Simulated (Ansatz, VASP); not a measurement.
**Ce in VASP and in Ansatz**

Contents of POSCAR:

```
Ce
1.0
    0.0000000000      2.3390384114      2.3390384114
    2.3390384114      0.0000000000      2.3390384114
    2.3390384114      2.3390384114      0.0000000000
Ce
1
Direct
    0.0000000000      0.0000000000      0.0000000000
```

File INCAR.step1:

```
  ALGO = Normal
  EDIFF = 1E-4
  ENCUT = 520
  GGA = PE
  ISMEAR = 0
  LASPH = True
  LCHARG = False
  LREAL = False
  LWAVE = True
  NBANDS = 12
  NELM = 100
  PREC = Accurate
  SIGMA = 1.0
```

File INCAR.step2:

```
  ALGO = Normal
  EDIFF = 1E-6
  ENCUT = 520
  ISIF = 2
  ISMEAR = 0
  ISTART = 1
  LASPH = True
  LCHARG = False
  LMIXTAU = True
  LREAL = False
  LWAVE = False
  METAGGA = R2SCAN
  NBANDS = 12
  NELM = 100
  PREC = Accurate
  SIGMA = 1.0
```

File KPOINTS:

```
k-points
0
Gamma
  12 12 12
```

Input for Ansatz:

```yaml
crystal:
  lattice:
    - [0.0, 2.3390384114, 2.3390384114]
    - [2.3390384114, 0.0, 2.3390384114]
    - [2.3390384114, 2.3390384114, 0.0]
  atoms:
    - { symbol: Ce, position: [0.0, 0.0, 0.0] }
hamiltonian:
  xc: r2scan
  pseudopotentials:
    kind: paw
    azcp:
      Ce: "pseudopotentials/Ce.paw.azcp"
basis:
  ecutwfc: 500
  fft_grid_basis: typed
kpoints:
  mp_grid: { grid: [12, 12, 12], shift: [0, 0, 0] }
magnetization:
  spin_polarized: false
scf:
  occupations: { method: gaussian, width: 1.0 }
  lower_state_search: "off"
output:
  stress: true
```

Alike in both runs: task single point; functional r2SCAN; k mesh 12 × 12 × 12; occupations gaussian, width 1 eV; no spin polarisation.

|  | VASP | Ansatz |
| --- | --- | --- |
| version | VASP 6.6.1 | Ansatz 0.2.0 |
| potentials or method | VASP PAW PBE potentials, release 64 (Ce), cutoff 520 eV | plane waves (500 eV) with PAW, scalar-relativistic |
| valence electrons in the cell | 12 | 12 |

|  | VASP | Ansatz | Ansatz less VASP |
| --- | --- | --- | --- |
| pressure (GPa) | 5.5 | 5.8 | +0.28 |

VASP's potentials were made for PBE, not for r2SCAN. The functional is the same, so the differences come from potentials, cutoffs and numerics.

Neither program's run includes spin-orbit coupling.
